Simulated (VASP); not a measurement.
A run of VASP 6.6.1 is set up as follows.

INCAR

```
SYSTEM = MnO2
PREC = Accurate
ENCUT = 520
EDIFF = 1E-6
ISMEAR = -1
SIGMA = 0.06122561905347299
LREAL = .FALSE.
LASPH = .TRUE.
NELM = 80
ALGO = Normal
ISIF = 2
LWAVE = .FALSE.
LCHARG = .FALSE.
GGA = PE
NBANDS = 20
```

File KPOINTS:

```
regular mesh
0
G
  14 14 14
  0 0 0
```

File POSCAR:

```
MnO2
1.0
    0.0000000000      2.2943932587      2.2943932587
    2.2943932587      0.0000000000      2.2943932587
    2.2943932587      2.2943932587      0.0000000000
Mn O
1 2
Direct
    0.0000000000      0.0000000000      0.0000000000
    0.2500000000      0.2500000000      0.2500000000
    0.7500000000      0.7500000000      0.7500000000
```

Potentials or basis: VASP PAW PBE potentials, release 64 (Mn_pv, O).

Command:

```sh
$ cat potpaw_PBE.64/Mn_pv/POTCAR potpaw_PBE.64/O/POTCAR > POTCAR
$ mpirun -np 1 vasp_std > vasp.out
```

Q: Predict the pressure.

A: 6.9 GPa.

Caveat: an odd number of electrons without spin polarisation forces a metal; a magnetic or distorted state may lie lower; the run has no spin polarisation, though such a crystal can be magnetic; semilocal functionals often make such compounds metallic where correlation or magnetic order opens a gap, which also shifts bond lengths. Spin polarisation is off, so any magnetic state and its effect on volume and gap are missing.
